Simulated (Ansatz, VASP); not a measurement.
# MgO: VASP beside Ansatz

POSCAR

```
MgO
1.0
    2.9380209034      0.0000000000      0.0000000000
   -1.4690104517      2.5444007392      0.0000000000
    0.0000000000      0.0000000000      2.6796800000
Mg O
1 1
Direct
    0.0000000000      0.0000000000      0.0000000000
    0.3333333300      0.6666666700      0.5000000000
```

The input INCAR.step1:

```
SYSTEM = MgO
PREC = Accurate
ENCUT = 520
ISMEAR = 0
SIGMA = 0.1
LREAL = .False.
LASPH = .True.
NELM = 60
NBANDS = 11
GGA = PE
ALGO = Normal
EDIFF = 1E-4
LWAVE = .True.
LCHARG = .False.
```

File INCAR.step2:

```
SYSTEM = MgO
PREC = Accurate
ENCUT = 520
EDIFF = 1E-6
ISMEAR = 0
SIGMA = 0.1
LREAL = .False.
LASPH = .True.
NELM = 60
ALGO = Normal
ISIF = 2
LWAVE = .False.
LCHARG = .False.
METAGGA = R2SCAN
LMIXTAU = .True.
NBANDS = 11
ISTART = 1
```

Contents of KPOINTS:

```
regular mesh
0
Gamma
  9 9 6
  0 0 0
```

Input for Ansatz:

```yaml
crystal:
  lattice:
    - [2.9380209034, 0.0, 0.0]
    - [-1.4690104517, 2.5444007392, 0.0]
    - [0.0, 0.0, 2.67968]
  atoms:
    - { symbol: Mg, position: [0.0, 0.0, 0.0] }
    - { symbol: O, position: [0.33333333, 0.66666667, 0.5] }
basis:
  ecutwfc: 500
kpoints:
  mp_grid: { grid: [9, 9, 6] }
hamiltonian:
  xc: r2scan
scf:
  occupations: { method: gaussian, width: 0.1 }
output:
  forces: true
  stress: true
  eigenvalues: true
```

Alike in both runs: task single point; functional r2SCAN; k mesh 9 × 9 × 6; occupations gaussian, width 0.1 eV; no spin polarisation.

|  | VASP | Ansatz |
| --- | --- | --- |
| version | VASP 6.6.1 | Ansatz 0.2.0 |
| potentials or method | VASP PAW PBE potentials, release 64 (Mg, O), cutoff 520 eV | scalar-relativistic, plane waves, PAW |
| valence electrons in the cell | 8 | 16 |

Ansatz gave:

- gap on the k mesh at the Fermi level (eV): 3.78
- least direct gap on the mesh (eV): 4.19
- pressure (GPa): -5.2
- traceless stress, the component that is largest in VASP (GPa): -0.54

Problem. What did VASP give for the same quantities?

Solution. gap on the k mesh at the Fermi level (eV): 3.76; least direct gap on the mesh (eV): 4.17; pressure (GPa): -6.3; traceless stress, the component that is largest in VASP (GPa): -0.70.

VASP's potentials were made for PBE, not for r2SCAN. VASP's potentials hold 8 valence electrons a cell and Ansatz's 16, so a difference there can come from the potentials and not from the codes.
